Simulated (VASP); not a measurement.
Write the native input for VASP 6.6.1 that does the following.

| Item | Value |
| --- | --- |
| Task | relaxation of cell and atoms |
| Functional | PBEsol |
| Potentials or basis | VASP PAW PBE potentials, release 64 (Li_sv, Cl) |
| Cutoff | 600 eV |
| k mesh | 8 × 8 × 8 |
| Occupations | gaussian, width 0.02 eV |
| Spin | no spin polarisation |
| Dipole correction | no |
| Further INCAR settings | ALGO = Normal; EDIFF = 1e-06; IBRION = 2; EDIFFG = -0.005; NSW = 70; ISIF = 3 |

The structure of LiCl lies in POSCAR:

```
LiCl
1.0
    0.0000000000      2.5751358841      2.5751358841
    2.5751358841      0.0000000000      2.5751358841
    2.5751358841      2.5751358841      0.0000000000
Li Cl
1 1
Direct
    0.0000000000      0.0000000000      0.0000000000
    0.5000000000      0.5000000000      0.5000000000
```

One way to write it, as run:

INCAR

```
SYSTEM = LiCl
ALGO = Normal
EDIFF = 1E-6
EDIFFG = -0.005
ENCUT = 600
GGA = PS
IBRION = 2
ISIF = 3
ISMEAR = 0
LASPH = .True.
LCHARG = .False.
LREAL = .False.
LWAVE = .False.
NELM = 60
NSW = 70
PREC = Accurate
SIGMA = 0.02
```

KPOINTS

```
k-points
0
Gamma
  8 8 8
  0 0 0
```

Potentials or basis: VASP PAW PBE potentials, release 64 (Li_sv, Cl).

Run with:

```bash
$ cat potpaw_PBE.64/Li_sv/POTCAR potpaw_PBE.64/Cl/POTCAR > POTCAR
$ mpirun -np 1 vasp_std > vasp.out
```

Results of the run:

* Relaxed volume: 16.21 Å³/atom
* Relaxed cell: a = 3.579 Å, b = 3.579 Å, c = 3.579 Å, α = 60.00°, β = 60.00°, γ = 60.00°
* Space group after relaxing (to 0.05 Å): Fm-3m (No. 225)
* Energy gained by relaxing: 4.7 meV/atom
* Ionic steps: 4
* Pressure after relaxing: 0.0 GPa
* Band gap on the k mesh: 6.37 eV, direct

Caveat: the cutoff is under 1.25 times the usual one of these potentials, so pressure, stress and relaxed cells hold a basis-set (Pulay) error; the PAW data sets were made with another functional, which shifts forces and pressure a little.

Run time: 20 s on 1 thread of Intel Xeon 6975P-C, on a shared host, peak memory 0.17 GiB.
